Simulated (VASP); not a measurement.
A run of VASP 6.6.1 is set up as follows.

INCAR

```
SYSTEM = Ge
ALGO = Normal ; EDIFF = 1E-6
ENCUT = 520 ; GGA = RP
ISIF = 2 ; ISMEAR = -1
LASPH = .True. ; LCHARG = .False.
LREAL = .False. ; LWAVE = .False.
NBANDS = 21 ; NELM = 60
PREC = Accurate ; SIGMA = 0.1
```

File KPOINTS:

```
k-points
0
Gamma
  19 19 11
  0 0 0
```

The input POSCAR:

```
Ge
1.0
    3.1728902977      0.0000000000      0.0000000000
   -1.5864451488      2.7478036012      0.0000000000
    0.0000000000      0.0000000000      4.9159567445
Ge
2
Direct
    0.3333333333      0.6666666667      0.2500000000
    0.6666666667      0.3333333333      0.7500000000
```

Potentials or basis: VASP PAW PBE potentials, release 64 (Ge_d).

Launch:

```bash
$ cat potpaw_PBE.64/Ge_d/POTCAR > POTCAR
$ mpirun -np 1 vasp_std > vasp.out
```

(1) What does it give for the pressure?

(2) What does it give for the band gap on the k mesh?

Answers

(1) -3.7 GPa.

(2) zero (bands 14 and 15 overlap by 8.07 eV).

Caveat: the cell stands under tension; the PAW data sets were made with another functional, which shifts forces and pressure a little.
